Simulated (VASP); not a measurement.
# GaN (P6_3mc) in VASP: single point with PBEsol

Aim: the single point of GaN with PBEsol.

All numbers are computed with VASP 6.6.1; they aren't measurements. Logs are shortened: lines on timing, memory, paths and dates and some standing lists are left out, and cuts for length are marked.

### 1 The cell of the first run

The structure is hexagonal, space group P6_3mc (No. 186). The conventional cell has a = 3.183 Å, b = 3.183 Å, c = 5.185 Å, α = 90.00°, β = 90.00°, γ = 120.00°. Within 2.6 Å of Ga (site symmetry 3m) lie 4 N at 1.95 Å. Within 2.6 Å of Ga (site symmetry 3m) lie 4 N at 1.95 Å. N (site symmetry 3m) has 4 Ga at 1.95 Å within 2.6 Å. Within 2.6 Å of N (site symmetry 3m) lie 4 Ga at 1.95 Å.

### 2 Single point, PBEsol

INCAR reads:

```
PREC = Accurate ; ENCUT = 520
EDIFF = 1E-6 ; ISMEAR = 0
SIGMA = 0.02 ; LREAL = Auto
LASPH = T ; NELM = 80
ALGO = Normal ; ISIF = 2
LWAVE = F ; LCHARG = F
GGA = PS ; NBANDS = 186
```

KPOINTS reads:

```
Automatic mesh
0
Gamma
  2 2 2
  0.5 0.5 0.5
```

POSCAR reads:

```
GaN
1.0
    4.7742025077      2.7563871030     -5.1851997656
    0.0000000000     -5.5127742060     -5.1851997656
   -4.7742025077      2.7563871030     -5.1851997656
Ga N
18 18
Direct
    0.0558306322      0.3891639655      0.0558306322
    0.0558306322      0.0558306322      0.3891639655
    0.3891639655      0.3891639655      0.7224972988
    0.7224972988      0.3891639655      0.3891639655
    0.3891639655      0.0558306322      0.0558306322
    0.0558306322      0.7224972988      0.7224972988
    0.3891639655      0.7224972988      0.3891639655
    0.7224972988      0.0558306322      0.7224972988
    0.7224972988      0.7224972988      0.0558306322
    0.7780528544      0.1113861877      0.1113861877
    0.7780528544      0.7780528544      0.4447195211
    0.1113861877      0.1113861877      0.7780528544
    0.4447195211      0.1113861877      0.4447195211
    0.1113861877      0.7780528544      0.1113861877
    0.7780528544      0.4447195211      0.7780528544
    0.1113861877      0.4447195211      0.4447195211
    0.4447195211      0.7780528544      0.7780528544
    0.4447195211      0.4447195211      0.1113861877
    0.9302804789      0.2636138123      0.9302804789
    0.9302804789      0.9302804789      0.2636138123
    0.2636138123      0.2636138123      0.5969471456
    0.5969471456      0.2636138123      0.2636138123
    0.2636138123      0.9302804789      0.9302804789
    0.9302804789      0.5969471456      0.5969471456
    0.2636138123      0.5969471456      0.2636138123
    0.5969471456      0.9302804789      0.5969471456
    0.5969471456      0.5969471456      0.9302804789
    0.9858360345      0.3191693678      0.3191693678
    0.9858360345      0.9858360345      0.6525027012
    0.3191693678      0.3191693678      0.9858360345
    0.6525027012      0.3191693678      0.6525027012
    0.3191693678      0.9858360345      0.3191693678
    0.9858360345      0.6525027012      0.9858360345
    0.3191693678      0.6525027012      0.6525027012
    0.6525027012      0.9858360345      0.9858360345
    0.6525027012      0.6525027012      0.3191693678
```

Potentials or basis: VASP PAW PBE potentials, release 64 (Ga_d, N).

Started as:

```sh
> cat potpaw_PBE.64/Ga_d/POTCAR potpaw_PBE.64/N/POTCAR > POTCAR
> mpirun -np 1 vasp_std > vasp.out
```

OUTCAR:

```text
PREC = Accurate
   ENCUT = 520
   EDIFF = 1E-6
   ISMEAR = 0
   LREAL = Auto
   LASPH = T
   NELM = 80
   ISIF = 2
   GGA = PS

 ion  position               nearest neighbor table
   1  0.056  0.389  0.056-  28 1.95  30 1.95  33 1.95  19 1.95
   2  0.056  0.056  0.389-  32 1.95  28 1.95  29 1.95  20 1.95
   3  0.389  0.389  0.722-  31 1.95  34 1.95  30 1.95  21 1.95
   4  0.722  0.389  0.389-  31 1.95  36 1.95  28 1.95  22 1.95
   5  0.389  0.056  0.056-  32 1.95  30 1.95  35 1.95  23 1.95
   6  0.056  0.722  0.722-  34 1.95  33 1.95  29 1.95  24 1.95
[... 28 lines left out ...]
  35  0.653  0.986  0.986-   8 1.95   9 1.95   5 1.95  10 1.95
  36  0.653  0.653  0.319-   9 1.95   7 1.95   4 1.95  11 1.95

  LATTYP: Found a trigonal (rhomboedric) cell.
 ALAT       =     7.5681553932
 COS(alpha) =     0.2041126765

  Lattice vectors:

 A1 = (   4.7742025077,   2.7563871030,  -5.1851997656)
 A2 = (   0.0000000000,  -5.5127742060,  -5.1851997656)
 A3 = (  -4.7742025077,   2.7563871030,  -5.1851997656)

Analysis of symmetry for initial positions (statically):
=====================================================================
 Subroutine PRICEL returns following result:

  LATTYP: Found a hexagonal cell.
 ALAT       =     3.1828016720
 C/A-ratio  =     1.6291306530

  Lattice vectors:

 A1 = (  -3.1828016720,  -0.0000000003,   0.0000000005)
 A2 = (   1.5914008362,   2.7563871030,  -0.0000000005)
 A3 = (  -0.0000000000,   0.0000000006,  -5.1851997661)

   9 primitive cells build up your supercell.

 Routine SETGRP: Setting up the symmetry group for a
 trigonal (rhombohedral) supercell.

 Subroutine GETGRP returns: Found  6 space group operations
 (whereof  6 operations were pure point group operations)
 out of a pool of 12 trial point group operations.

The static configuration has the point symmetry C_3v.

Analysis of symmetry for dynamics (positions and initial velocities):
=====================================================================
 Subroutine PRICEL returns following result:

  LATTYP: Found a hexagonal cell.
 ALAT       =     3.1828016720
 C/A-ratio  =     1.6291306530

  Lattice vectors:

 A1 = (  -3.1828016720,  -0.0000000003,   0.0000000005)
 A2 = (   1.5914008362,   2.7563871030,  -0.0000000005)
 A3 = (  -0.0000000000,   0.0000000006,  -5.1851997661)

   9 primitive cells build up your supercell.

 Routine SETGRP: Setting up the symmetry group for a
 trigonal (rhombohedral) supercell.

 Subroutine GETGRP returns: Found  6 space group operations
 (whereof  6 operations were pure point group operations)
 out of a pool of 12 trial point group operations.

The dynamic configuration has the point symmetry C_3v.

 Subroutine INISYM returns: Found  6 space group operations
 (whereof  6 operations are pure point group operations),
 and found     9 'primitive' translations

----------------------------------------------------------------------------------------

                                     Primitive cell

  volume of cell :      45.4899

  direct lattice vectors                    reciprocal lattice vectors
    -3.182801672 -0.000000000  0.000000001    -0.314188600  0.181396873  0.000000000
     1.591400836  2.756387103 -0.000000001    -0.000000000  0.362793745  0.000000000
    -0.000000000  0.000000001 -5.185199766    -0.000000000 -0.000000000 -0.192856601

  length of vectors
     3.182801672  3.182801672  5.185199766     0.362793745  0.362793745  0.192856601

  position of ions in fractional coordinates (direct lattice)
     0.666666667  0.333333333  0.500825230
     0.333333333  0.666666666  0.000825230
     0.666666667  0.333333333  0.124174770
     0.333333333  0.666666666  0.624174770

  ion indices of the primitive-cell ions
   primitive index   ion index
                 1           1
                 2          14
                 3          19
                 4          28

----------------------------------------------------------------------------------------

 KPOINTS: Automatic mesh

Automatic generation of k-mesh.
 Grid dimensions read from file:
 generate k-points for:    2    2    2

 Generating k-lattice:

  Cartesian coordinates                     Fractional coordinates (reciprocal lattice)
     0.052364767  0.030232812 -0.032142767     0.500000000  0.000000000  0.000000000
     0.000000000 -0.060465624 -0.032142767     0.000000000  0.500000000  0.000000000
    -0.052364767  0.030232812 -0.032142767     0.000000000  0.000000000  0.500000000

  Length of vectors
     0.068478093  0.068478093  0.068478093

  Shift w.r.t. Gamma in fractional coordinates (k-lattice)
     0.500000000  0.500000000  0.500000000

 Subroutine IBZKPT returns following result:
 ===========================================

 Found      2 irreducible k-points:

 Following reciprocal coordinates:
            Coordinates               Weight
  0.250000  0.250000  0.250000      2.000000
 -0.250000  0.250000  0.250000      6.000000
   k-points           NKPTS =      2   k-points in BZ     NKDIM =      2   number of bands    NBANDS=    186
   number of dos      NEDOS =    301   number of ions     NIONS =     36
   total plane-waves  NPLWV = 175616
   dimension x,y,z NGX =    56 NGY =   56 NGZ =   56
   dimension x,y,z NGXF=   112 NGYF=  112 NGZF=  112
   ions per type =              18  18
   NGX,Y,Z   is equivalent  to a cutoff of  12.30, 12.30, 12.30 a.u.
   NGXF,Y,Z  is equivalent  to a cutoff of  24.60, 24.60, 24.60 a.u.
 SYSTEM =  unknown system
   PREC   = accura    normal or accurate (medium, high low for compatibility)
   ISTART =      0    job   : 0-new  1-cont  2-samecut
   ICHARG =      2    charge: 1-file 2-atom 10-const
   ISPIN  =      1    spin polarized calculation?
   LNONCOLLINEAR =      F non collinear calculations
   LSORBIT =      F    spin-orbit coupling
   LASPH  =      T    aspherical Exc in radial PAW
   ENCUT  =  520.0 eV  38.22 Ry    6.18 a.u.  14.07 14.07 14.07*2*pi/ulx,y,z
   NELM   =     80;   NELMIN=  2; NELMDL= -5     # of ELM steps
   EDIFF  = 0.1E-05   stopping-criterion for ELM
   LREAL  =      T    real-space projection
   EDIFFG = 0.1E-04   stopping-criterion for IOM
   NSW    =      0    number of steps for IOM
   IBRION =     -1    ionic relax: 0-MD 1-quasi-New 2-CG
   NFREE  =      0    steps in history (QN), initial steepest desc. (CG)
   ISIF   =      2    stress and relaxation
   ISYM   =      2    0-nonsym 1-usesym 2-fastsym
   POTIM  = 0.5000    time-step for ionic-motion
   TEBEG  =    0.0;   TEEND  =   0.0 temperature during run
   PSTRESS=    0.0 pullay stress
   NELECT =     324.0000    total number of electrons
   NUPDOWN=      -1.0000    fix difference up-down
   EMIN   =  10.00;   EMAX   =-10.00  energy-range for DOS
   EFERMI =   0.00;   METHOD = LEGACY
   ISMEAR =     0;   SIGMA  =   0.02  broadening in eV -4-tet -1-fermi 0-gaus
   EFERMI_NEDOS =   21; number of points for ismear=-14 and -15
   IALGO  =     38    algorithm
   IMIX   =      4    mixing-type and parameters
     AMIX     =   0.40;   BMIX     =  1.00
     AMIX_MAG =   1.60;   BMIX_MAG =  1.00
  volume/ion in A,a.u.               =      11.37        76.75
  Fermi-wavevector in a.u.,A,eV,Ry     =   1.514272  2.861559 31.198429  2.293020
  Thomas-Fermi vector in A             =   2.623952
   LORBIT       =      0    0 simple, 1 ext, 2 COOP (PROOUT), +10 PAW based schemes
   GGA     = PS    functional components
   LHFCALC =     F    Hartree Fock is set to
   AEXX    =    0.0000 exact exchange contribution
   IVDW    =     0    specifies the selected vdW correction
   LEPSILON=     F    determine dielectric tensor
   LRPA    =     F    only Hartree local field effects (RPA)
 non-spin polarized calculation
 Gauss-broadening in eV      SIGMA  =   0.02
  energy-cutoff  :      520.00
  volume of cell :      409.41
 maximum number of plane-waves:     11044
   NGX = 29   NGY = 29   NGZ = 29

 number of electron     324.0000030 magnetization

 Free energy of the ion-electron system (eV)
  ---------------------------------------------------
  ext. energy  EPLUGINS =         0.00000000
  ---------------------------------------------------
  free energy    TOTEN  =      -236.41124146 eV

  energy without entropy =     -236.41124146  energy(sigma->0) =     -236.41124146

 E-fermi :   5.2393     XC(G=0): -11.9276

 val. band max:        5.0764390516   @ k =   0.2500   0.2500   0.2500
 cond. band min:       8.3299091651   @ k =   0.2500   0.2500   0.2500
 fundamental gap:      3.2534701134
 Fermi energy:         5.2392991466

 k-point     1 :       0.2500    0.2500    0.2500
  band No.  band energies     occupation
      1     -10.5992      2.00000
      2     -10.0101      2.00000
      3     -10.0101      2.00000
      4     -10.0101      2.00000
      5      -9.8939      2.00000
      6      -9.8165      2.00000
[... 166 lines left out ...]
    173      10.3792      0.00000
    174      10.9030      0.00000

 k-point     2 :      -0.2500    0.2500    0.2500
  band No.  band energies     occupation
      1     -10.4973      2.00000
      2     -10.1381      2.00000
      3     -10.0262      2.00000
      4     -10.0262      2.00000
      5      -9.9305      2.00000
      6      -9.8062      2.00000
[... 166 lines left out ...]
    173      10.8167      0.00000
    174      10.8167      0.00000
 [bands above 174 left out]

------------------------ aborting loop because EDIFF is reached ----------------------------------------

  FORCE on cell =-STRESS in cart. coord.  units (eV):
  Direction    XX          YY          ZZ          XY          YZ          ZX
  --------------------------------------------------------------------------------------
  -------------------------------------------------------------------------------------
  Total       -0.5265700     -0.5265700     -0.4819345      0.0000000      0.0000000     -0.0000000
  in kB       -2.0606721     -2.0606721     -1.8859961      0.0000000      0.0000000     -0.0000000
  external PRESSURE =      -2.0024468 kB  Pullay stress =       0.0000000 kB

 VOLUME and BASIS-vectors are now :
 -----------------------------------------------------------------------------
  energy-cutoff  :      520.00
  volume of cell :      409.41
      direct lattice vectors                 reciprocal lattice vectors
     4.774202508  2.756387103 -5.185199766     0.104729533  0.060465624 -0.064285534
     0.000000000 -5.512774206 -5.185199766     0.000000000 -0.120931248 -0.064285534
    -4.774202508  2.756387103 -5.185199766    -0.104729533  0.060465624 -0.064285534

 POSITION                                       TOTAL-FORCE (eV/Angst)
 -----------------------------------------------------------------------------------
      0.00000     -1.83759     -2.59688         0.000000      0.000000      0.001465
     -1.59140      0.91880     -2.59688         0.000000      0.000000      0.001465
     -1.59140      0.91880     -7.78208         0.000000      0.000000      0.001465
      1.59140      0.91880     -7.78208         0.000000      0.000000      0.001465
      1.59140      0.91880     -2.59688         0.000000      0.000000      0.001465
     -3.18280     -1.83759     -7.78208         0.000000      0.000000      0.001465
[... 28 lines left out ...]
     -1.59140     -0.91880    -13.60687         0.000000      0.000000      0.000328
      1.59140     -0.91880     -8.42167         0.000000      0.000000      0.000328
 -----------------------------------------------------------------------------------
    total drift:                                0.000000     -0.000000      0.005296

  FREE ENERGIE OF THE ION-ELECTRON SYSTEM (eV)
  ---------------------------------------------------
  free  energy   TOTEN  =      -236.4112414606 eV

  energy  without entropy=     -236.4112414606  energy(sigma->0) =     -236.41124146
```

Wall time 9.2 min (1 thread of Intel Xeon 8259CL, shared host); peak memory 0.47 GiB.

What came out:

* Free energy: -236.4112 eV
* Pressure: -0.2 GPa
* Band gap on the k mesh: 3.25 eV

Forces on the atoms (eV/Å):
```
Ga   0.000  0.000  0.001
Ga   0.000  0.000  0.001
Ga   0.000  0.000  0.001
Ga   0.000  0.000  0.001
Ga   0.000  0.000  0.001
Ga   0.000  0.000  0.001
Ga   0.000  0.000  0.001
Ga   0.000  0.000  0.001
Ga   0.000  0.000  0.001
Ga   0.000  0.000  0.001
Ga   0.000  0.000  0.001
Ga   0.000  0.000  0.001
Ga   0.000  0.000  0.001
Ga   0.000  0.000  0.001
Ga   0.000  0.000  0.001
Ga   0.000  0.000  0.001
Ga   0.000  0.000  0.001
Ga   0.000  0.000  0.001
N    0.000  0.000 -0.003
N    0.000  0.000 -0.003
N    0.000  0.000 -0.003
N    0.000  0.000 -0.003
N    0.000  0.000 -0.003
N    0.000  0.000 -0.003
N    0.000  0.000 -0.003
N    0.000  0.000 -0.003
N    0.000  0.000 -0.003
N    0.000  0.000  0.000
N    0.000  0.000  0.000
N    0.000  0.000  0.000
N    0.000  0.000  0.000
N    0.000  0.000  0.000
N    0.000  0.000  0.000
N    0.000  0.000  0.000
N    0.000  0.000  0.000
N    0.000  0.000  0.000
```

Caveat: the PAW data sets were made with another functional, which shifts forces and pressure a little; a shifted mesh leaves out Γ, where band edges can lie. A k mesh can miss the band edges.
